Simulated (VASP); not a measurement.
Input of a VASP 6.6.1 run:

INCAR

```
SYSTEM = C
PREC = Accurate ; ENCUT = 520
EDIFF = 1E-7 ; ISMEAR = 0
SIGMA = 0.03 ; LREAL = .FALSE.
LASPH = .TRUE. ; NELM = 100
ALGO = Normal ; ISIF = 2
LWAVE = .FALSE. ; LCHARG = .FALSE.
GGA = PS ; IVDW = 12
NBANDS = 11
```

Contents of KPOINTS:

```
regular mesh
0
G
  16 16 16
  0 0 0
```

POSCAR

```
C
1.0
    0.0000000000      2.1088861730      3.2945337322
    1.2183718732      0.0000000000      3.2945337322
    1.2183718732      2.1088861730      0.0000000000
C
2
Direct
    0.2019510748      0.7980489252      0.2019510748
    0.7980489252      0.2019510748      0.7980489252
```

Potentials or basis: VASP PAW PBE potentials, release 64 (C).

Launch:

```console
$ cat potpaw_PBE.64/C/POTCAR > POTCAR
$ mpirun -np 1 vasp_std > vasp.out
```

Q: Predict the dispersion energy per atom.

A: -0.114 eV.

Q: Predict the pressure.

A: 37.4 GPa.

Forces in eV/Å, atoms in the order of the input:
```
C    0.000 -8.755  0.000
C    0.000  8.755  0.000
```

Caveat: the cell differs from its parent crystal (atoms shifted along a free coordinate); the cell stands under pressure; the PAW data sets were made with another functional, which shifts forces and pressure a little.
